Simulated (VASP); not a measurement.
# S (P3_121) in VASP: a series of runs

The runs below take S through single point, with PBEsol.

All numbers are computed with VASP 6.6.1; they aren't measurements. Logs are shortened: lines on timing, memory, paths and dates and some standing lists are left out, and cuts for length are marked.

## 1. The cell of the first run

It takes space group P3_121 (No. 152, trigonal). The conventional cell has a = 3.703 Å, b = 3.703 Å, c = 4.690 Å, α = 90.00°, β = 90.00°, γ = 120.00°. Within 3.0 Å of S (site symmetry 2) lie 6 S at 2.23 to 2.91 Å.

## 2. Single point, PBEsol

The input, INCAR:

```
SYSTEM = S
PREC     = Accurate       ! precision mode
ENCUT    = 520            ! plane-wave cutoff, eV
EDIFF    = 1E-6           ! SCF threshold, eV
ISMEAR   = 0              ! smearing method
SIGMA    = 0.1            ! smearing width, eV
LREAL    = .FALSE.        ! projectors in reciprocal space
LASPH    = .TRUE.         ! aspherical terms in the spheres
NELM     = 60             ! most SCF steps
ALGO     = Normal         ! electronic algorithm
ISIF     = 2              ! what is computed and relaxed
LWAVE    = .FALSE.        ! write WAVECAR
LCHARG   = .FALSE.        ! write CHGCAR
GGA      = PS             ! functional
NBANDS   = 16             ! bands
```

The input, KPOINTS:

```
Automatic mesh
0
G
  6 6 4
  0 0 0
```

The input, POSCAR:

```
S
1.0
    3.7034350855      0.0000000000      0.0000000000
   -1.8517175428      3.2072688653      0.0000000000
    0.0000000000      0.0000000000      4.6897718071
S
3
Direct
    0.2486416236      0.0000000000      0.3333333333
    0.0000000000      0.2486416236      0.6666666667
    0.7513583764      0.7513583764      0.0000000000
```

Potentials or basis: VASP PAW PBE potentials, release 64 (S).

Launch:

```console
$ cat potpaw_PBE.64/S/POTCAR > POTCAR
$ mpirun -np 1 vasp_std > vasp.out
```

OUTCAR:

```text
SYSTEM = S
   PREC = Accurate
   ENCUT = 520
   EDIFF = 1E-6
   ISMEAR = 0
   LREAL = .FALSE.
   LASPH = .TRUE.
   NELM = 60
   ISIF = 2
   GGA = PS

 ion  position               nearest neighbor table
   1  0.249  0.000  0.333-   3 2.23   2 2.23
   2  0.000  0.249  0.667-   3 2.23   1 2.23
   3  0.751  0.751  0.000-   1 2.23   2 2.23

  LATTYP: Found a hexagonal cell.
 ALAT       =     3.7034350855
 C/A-ratio  =     1.2663302309

  Lattice vectors:

 A1 = (   3.7034350855,   0.0000000000,   0.0000000000)
 A2 = (  -1.8517175428,   3.2072688653,   0.0000000000)
 A3 = (   0.0000000000,   0.0000000000,   4.6897718071)

Analysis of symmetry for initial positions (statically):
=====================================================================
 Subroutine PRICEL returns:
 Original cell was already a primitive cell.

 Routine SETGRP: Setting up the symmetry group for a
 hexagonal supercell.

 Subroutine GETGRP returns: Found  6 space group operations
 (whereof  2 operations were pure point group operations)
 out of a pool of 24 trial point group operations.

The static configuration has the point symmetry C_2 .
 The point group associated with its full space group is D_3 .

Analysis of symmetry for dynamics (positions and initial velocities):
=====================================================================
 Subroutine PRICEL returns:
 Original cell was already a primitive cell.

 Routine SETGRP: Setting up the symmetry group for a
 hexagonal supercell.

 Subroutine GETGRP returns: Found  6 space group operations
 (whereof  2 operations were pure point group operations)
 out of a pool of 24 trial point group operations.

The dynamic configuration has the point symmetry C_2 .
 The point group associated with its full space group is D_3 .

 Subroutine INISYM returns: Found  6 space group operations
 (whereof  2 operations are pure point group operations),
 and found     1 'primitive' translations

----------------------------------------------------------------------------------------

                                     Primitive cell

  volume of cell :      55.7047

  direct lattice vectors                    reciprocal lattice vectors
     3.703435085  0.000000000  0.000000000     0.270019584  0.155895879  0.000000000
    -1.851717543  3.207268865  0.000000000     0.000000000  0.311791759  0.000000000
     0.000000000  0.000000000  4.689771807     0.000000000  0.000000000  0.213229991

[... 83 lines left out ...]
   NELM   =     60;   NELMIN=  2; NELMDL= -5     # of ELM steps
   EDIFF  = 0.1E-05   stopping-criterion for ELM
   LREAL  =      F    real-space projection
   EDIFFG = 0.1E-04   stopping-criterion for IOM
   NSW    =      0    number of steps for IOM
   IBRION =     -1    ionic relax: 0-MD 1-quasi-New 2-CG
   NFREE  =      0    steps in history (QN), initial steepest desc. (CG)
   ISIF   =      2    stress and relaxation
   ISYM   =      2    0-nonsym 1-usesym 2-fastsym
   POTIM  = 0.5000    time-step for ionic-motion
   TEBEG  =    0.0;   TEEND  =   0.0 temperature during run
   PSTRESS=    0.0 pullay stress
   NELECT =      18.0000    total number of electrons
   NUPDOWN=      -1.0000    fix difference up-down
   EMIN   =  10.00;   EMAX   =-10.00  energy-range for DOS
   EFERMI =   0.00;   METHOD = LEGACY
   ISMEAR =     0;   SIGMA  =   0.10  broadening in eV -4-tet -1-fermi 0-gaus
   EFERMI_NEDOS =   21; number of points for ismear=-14 and -15
   IALGO  =     38    algorithm
   IMIX   =      4    mixing-type and parameters
     AMIX     =   0.40;   BMIX     =  1.00
     AMIX_MAG =   1.60;   BMIX_MAG =  1.00
  volume/ion in A,a.u.               =      18.57       125.30
  Fermi-wavevector in a.u.,A,eV,Ry     =   1.123402  2.122921 17.170978  1.262031
  Thomas-Fermi vector in A             =   2.260068
   LORBIT       =      0    0 simple, 1 ext, 2 COOP (PROOUT), +10 PAW based schemes
   GGA     = PS    functional components
   LHFCALC =     F    Hartree Fock is set to
   AEXX    =    0.0000 exact exchange contribution
   IVDW    =     0    specifies the selected vdW correction
   LEPSILON=     F    determine dielectric tensor
   LRPA    =     F    only Hartree local field effects (RPA)
 non-spin polarized calculation
 Gauss-broadening in eV      SIGMA  =   0.10
  energy-cutoff  :      520.00
  volume of cell :       55.70
 maximum number of plane-waves:      1522
   NGX = 13   NGY = 13   NGZ = 17

 number of electron      18.0000004 magnetization

 Free energy of the ion-electron system (eV)
  ---------------------------------------------------
  ext. energy  EPLUGINS =         0.00000000
  ---------------------------------------------------
  free energy    TOTEN  =       -12.63334574 eV

  energy without entropy =      -12.63334574  energy(sigma->0) =      -12.63334574

 E-fermi :   6.1327     XC(G=0): -10.2774

 val. band max:        5.7422919717   @ k =   0.3333   0.3333   0.5000
 cond. band min:       6.5093720353   @ k =   0.0000   0.0000   0.5000
 fundamental gap:      0.7670800636
 Fermi energy:         6.1326870796

 k-point     1 :       0.0000    0.0000    0.0000
  band No.  band energies     occupation
      1     -11.0767      2.00000
      2      -6.0877      2.00000
      3      -6.0877      2.00000
      4       1.4916      2.00000
      5       2.1184      2.00000
      6       2.1184      2.00000
[... 433 lines left out ...]
      3      -5.2904      2.00000
      4      -1.1510      2.00000
      5      -0.6249      2.00000
      6      -0.6249      2.00000
[... 8 lines left out ...]
     15      14.7058      0.00000
     16      14.8428      0.00000

------------------------ aborting loop because EDIFF is reached ----------------------------------------

  FORCE on cell =-STRESS in cart. coord.  units (eV):
  Direction    XX          YY          ZZ          XY          YZ          ZX
  --------------------------------------------------------------------------------------
  -------------------------------------------------------------------------------------
  Total       -0.6599251     -0.6599251     -2.0091451      0.0000000      0.0000000      0.0000000
  in kB      -18.9807510    -18.9807510    -57.7869900      0.0000000      0.0000000      0.0000000
  external PRESSURE =     -31.9161640 kB  Pullay stress =       0.0000000 kB

 VOLUME and BASIS-vectors are now :
 -----------------------------------------------------------------------------
  energy-cutoff  :      520.00
  volume of cell :       55.70
      direct lattice vectors                 reciprocal lattice vectors
     3.703435085  0.000000000  0.000000000     0.270019584  0.155895879  0.000000000
    -1.851717543  3.207268865  0.000000000     0.000000000  0.311791759  0.000000000
     0.000000000  0.000000000  4.689771807     0.000000000  0.000000000  0.213229991

 POSITION                                       TOTAL-FORCE (eV/Angst)
 -----------------------------------------------------------------------------------
      0.92083      0.00000      1.56326        -1.202843     -0.000000     -0.000000
     -0.46041      0.79746      3.12651         0.601421     -1.041692      0.000000
      1.39130      2.40981      0.00000         0.601421      1.041692      0.000000
 -----------------------------------------------------------------------------------
    total drift:                                0.000000     -0.000000     -0.000000

  FREE ENERGIE OF THE ION-ELECTRON SYSTEM (eV)
  ---------------------------------------------------
  free  energy   TOTEN  =       -12.6333457440 eV

  energy  without entropy=      -12.6333457433  energy(sigma->0) =      -12.63334574
```

stdout:

```text
POSCAR found type information on POSCAR S
 POSCAR found :  1 types and       3 ions
 scaLAPACK will be used
 -----------------------------------------------------------------------------
|                                                                             |
|                                                                             |
|     You enforced a specific xc type in the INCAR file but a different       |
|     I HOPE YOU KNOW WHAT YOU ARE DOING!                                     |
|                                                                             |
 -----------------------------------------------------------------------------

 LDA part: xc-table for (Slater+PW92), standard interpolation
 POSCAR, INCAR and KPOINTS ok, starting setup
 FFT: planning ... GRIDC
 FFT: planning ... GRID_SOFT
 FFT: planning ... GRID
 WAVECAR not read
 entering main loop
```

Wall time 8.9 s (1 thread of Intel Xeon 6975P-C (Granite Rapids), shared host); peak memory 0.16 GiB.

What came out:

```
Free energy            : -12.6333 eV
Pressure               : -3.2 GPa
Largest force          : 1.203 eV/Å
Band gap on the k mesh : 0.77 eV, indirect (least direct gap 0.79 eV)
```

Forces in eV/Å, atoms in the order of the input:
```
S   -1.203  0.000  0.000
S    0.601 -1.042  0.000
S    0.601  1.042  0.000
```

Caveat: the PAW data sets were made with another functional, which shifts forces and pressure a little.

[end of part 1 of 2]
